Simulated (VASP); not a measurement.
## Yb: single point with PBE

Crystal: Yb.

```
CELL_PARAMETERS angstrom
0.00000 2.97052 2.01906
2.97052 0.00000 2.01906
2.97052 2.97052 0.00000
ATOMIC_POSITIONS crystal
Yb 0.00000 0.00000 0.00000
```

This cell differs from its parent crystal: volume 35.632 Å^3 an atom, c/a of the conventional cell 0.6797.

```json
{
  "Program": "VASP 6.6.1",
  "Task": "single point",
  "Functional": "PBE",
  "Potentials or basis": "VASP PAW PBE potentials, release 64 (Yb)",
  "Cutoff": "520 eV",
  "k mesh": "16 × 16 × 16",
  "Occupations": "gaussian, width 0.15 eV",
  "Spin": "no spin polarisation"
}
```

The pressure is -0.6 GPa and the band gap on the k mesh is zero (band 12 reaches 1.96 eV, above the bottom of band 13 at 1.30 eV).

Stress tensor (GPa, compression positive):
```
-0.71  0.00  0.00
 0.00 -0.71  0.00
 0.00  0.00 -0.26
```

Levels at points of the mesh, in eV from the Fermi level:
| k point | band 9 | band 10 | band 11 | band 12 | band 13 | band 14 | band 15 | band 16 |
| --- | --- | --- | --- | --- | --- | --- | --- | --- |
| (0.00, 0.00, 0.00) | -0.30 | -0.30 | -0.29 | -0.27 | 2.72 | 3.06 | 3.06 | 4.60 |
| (0.50, 0.00, 0.00) | -0.33 | -0.32 | -0.30 | -0.29 | 0.71 | 1.22 | 4.65 | 5.73 |
| (0.50, 0.50, 0.00) | -0.39 | -0.39 | -0.29 | -0.29 | -0.29 | 5.01 | 5.01 | 5.74 |
| (0.50, 0.00, 0.50) | -0.33 | -0.32 | -0.30 | -0.28 | 1.05 | 1.55 | 4.31 | 5.44 |

Wall time 8.5 min on 1 thread of Intel(R) Xeon(R) Platinum 8488C (Sapphire Rapids) (shared host), peak memory 0.38 GiB.

Caveat: spin-orbit coupling is left out, which moves the levels of the heavy elements. Spin polarisation is off, so any magnetic state and its effect on volume and gap are missing.
